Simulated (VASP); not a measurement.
Ge3F2, 5 atoms in the cell. It takes space group R-3m (No. 166, trigonal). Conventional cell: a = 3.865 Å, b = 3.865 Å, c = 23.566 Å, α = 90.00°, β = 90.00°, γ = 120.00°. Ge (site symmetry -3m) has 6 F at 2.36 Å within 3.1 Å. Ge (site symmetry 3m) has 3 Ge at 2.39 Å within 3.2 Å. Within 3.1 Å of F (site symmetry 3m) lie 3 Ge at 2.36 Å and 3 F at 2.71 Å. 

* Program: VASP 6.6.1
* Task: single point
* Functional: PBE
* Potentials or basis: VASP PAW PBE potentials, release 64 (Ge_d, F)
* Cutoff: 520 eV
* k mesh: 6 × 6 × 6
* Occupations: gaussian, width 0.1 eV
* Spin: no spin polarisation
* Dipole correction: no
* Further INCAR settings: ALGO = Normal; EDIFF = 1e-06; NBANDS = 36

Potentials or basis: VASP PAW PBE potentials, release 64 (Ge_d, F).

Run with:

```bash
$ cat potpaw_PBE.64/Ge_d/POTCAR potpaw_PBE.64/F/POTCAR > POTCAR
$ mpirun -np 1 vasp_std > vasp.out
```

Hardware: 1 thread of Intel(R) Xeon(R) Platinum 8259CL CPU @ 2.50GHz (Skylake/Cascade Lake) (shared host).

Estimate the wall time of this run.

It took 6.2 min on 1 thread of Intel(R) Xeon(R) Platinum 8259CL CPU @ 2.50GHz (Skylake/Cascade Lake), on a shared host, peak memory 0.58 GiB. Counts: scf iterations 14, k points 32.
